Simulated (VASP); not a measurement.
Input of a VASP 6.6.1 run:

INCAR

```
ALGO = Fast
EDIFF = 1E-6
EDIFFG = -0.04
ENCUT = 600
GGA = PE
IBRION = 2
ISIF = 3
ISMEAR = 0
LASPH = T
LCHARG = F
LREAL = F
LWAVE = F
NELM = 80
NSW = 90
PREC = Accurate
SIGMA = 0.1
```

KPOINTS

```
k-points
0
Gamma
  6 6 4
```

File POSCAR:

```
NaAl
1.0
    3.6573775900      0.0000000000      0.0000000000
   -1.8286887900      3.1673819000      0.0000000000
    0.0000000000      0.0000000000      5.0446588800
Na Al
2 2
Direct
    0.0000000000      0.0000000000      0.0000000000
    0.0000000000      0.0000000000      0.5000000000
    0.3333333300      0.6666666700      0.2500000000
    0.6666666700      0.3333333300      0.7500000000
```

Potentials or basis: VASP PAW PBE potentials, release 64 (Na_pv, Al).

Command:

```bash
$ cat potpaw_PBE.64/Na_pv/POTCAR potpaw_PBE.64/Al/POTCAR > POTCAR
$ mpirun -np 1 vasp_std > vasp.out
```

Task: Predict the relaxed cell.

Result: a = 4.652 Å, b = 4.652 Å, c = 6.303 Å, α = 90.00°, β = 90.00°, γ = 120.00°.

Task: Estimate the relaxed volume.

Result: 29.53 Å³/atom.

Task: Estimate the space group after relaxing (to 0.1 Å).

Result: P6_3/mmc (No. 194).

Final structure:
```cif
data_structure
_symmetry_space_group_name_H-M 'P 1'
_symmetry_Int_Tables_number 1
_cell_length_a 4.6518
_cell_length_b 4.6518
_cell_length_c 6.3034
_cell_angle_alpha 90.000
_cell_angle_beta 90.000
_cell_angle_gamma 120.000
_cell_volume 118.13
loop_
_atom_site_label
_atom_site_type_symbol
_atom_site_fract_x
_atom_site_fract_y
_atom_site_fract_z
_atom_site_occupancy
Na1 Na 0.00000 0.00000 0.00000 1
Na2 Na 0.00000 0.00000 0.50000 1
Al1 Al 0.33333 0.66667 0.25000 1
Al2 Al 0.66667 0.33333 0.75000 1
```

Caveat: the volume moved by over 15 % at a fixed basis, so the end points are rough.
